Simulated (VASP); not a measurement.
Write the native input for VASP 6.6.1 that does the following.

```yaml
Task: single point
Functional: LDA
Potentials_or_basis: VASP PAW LDA potentials, release 64 (Zn, Cu_sv_GW)
Cutoff: 820 eV
k_mesh: 11 × 11 × 11
Occupations: fermi-dirac, width 0.1 eV
Spin: no spin polarisation
Dipole_correction: no
Further_INCAR_settings: ALGO = Normal; EDIFF = 1e-06; NBANDS = 22
```

The structure of ZnCu lies in POSCAR:

```
ZnCu
1.0
    2.8688427224      0.0000000000      0.0000000000
    0.0000000000      2.8688427224      0.0000000000
    0.0000000000      0.0000000000      2.8688427224
Zn Cu
1 1
Direct
    0.5000000000      0.5000000000      0.5000000000
    0.0000000000      0.0000000000      0.0000000000
```

These files were run (other wordings do the same):

INCAR

```
ALGO = Normal
EDIFF = 1E-6
ENCUT = 820
GGA_COMPAT = False
ISIF = 2
ISMEAR = -1
LASPH = True
LCHARG = False
LREAL = False
LWAVE = False
NBANDS = 22
NELM = 120
PREC = Accurate
SIGMA = 0.1
```

KPOINTS

```
k-points
0
Gamma
  11 11 11
```

Potentials or basis: VASP PAW LDA potentials, release 64 (Zn, Cu_sv_GW).

Launch:

```sh
$ cat potpaw_LDA.64/Zn/POTCAR potpaw_LDA.64/Cu_sv_GW/POTCAR > POTCAR
$ mpirun -np 1 vasp_std > vasp.out
```

Results of the run:

```yaml
Pressure: -0.2 GPa
Band_gap_on_the_k_mesh: zero (an odd number of electrons rules out a gap without spin polarisation)
```

Wall time 31 s on 1 thread of AMD EPYC 9R45 96-Core Processor (Zen 5), on a shared host, peak memory 0.17 GiB.
